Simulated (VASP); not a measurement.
Here is a VASP 6.6.1 calculation.

INCAR

```
  ALGO = Normal
  EDIFF = 1E-7
  ENCUT = 520
  GGA = PE
  ISIF = 2
  ISMEAR = 0
  LASPH = T
  LCHARG = F
  LREAL = F
  LWAVE = F
  NBANDS = 28
  NELM = 100
  PREC = Accurate
  SIGMA = 0.1
```

File KPOINTS:

```
k-points
0
Gamma
  6 6 4
```

POSCAR

```
InRu2
1.0
    2.8930400500      0.0000000000      0.0000000000
    0.0000000000      2.8930400500      0.0000000000
    0.0000000000      0.0000000000      5.5273877300
In Ru
1 2
Direct
    0.0000000000      0.0000000000      0.0000000000
    0.5000000000      0.5000000000      0.2700000100
    0.5000000000      0.5000000000      0.7299999900
```

Potentials or basis: VASP PAW PBE potentials, release 64 (In_d, Ru_pv).

Run with:

```console
$ cat potpaw_PBE.64/In_d/POTCAR potpaw_PBE.64/Ru_pv/POTCAR > POTCAR
$ mpirun -np 1 vasp_std > vasp.out
```

(1) What does it give for the largest force?

(2) Predict the pressure.

## Answers

(1) 5.562 eV/Å.

(2) 41.0 GPa.

Caveat: the k points lie up to 0.36 Å⁻¹ apart; forces of over 1 eV/Å act on the atoms, so gaps and moduli don't describe the material at rest.
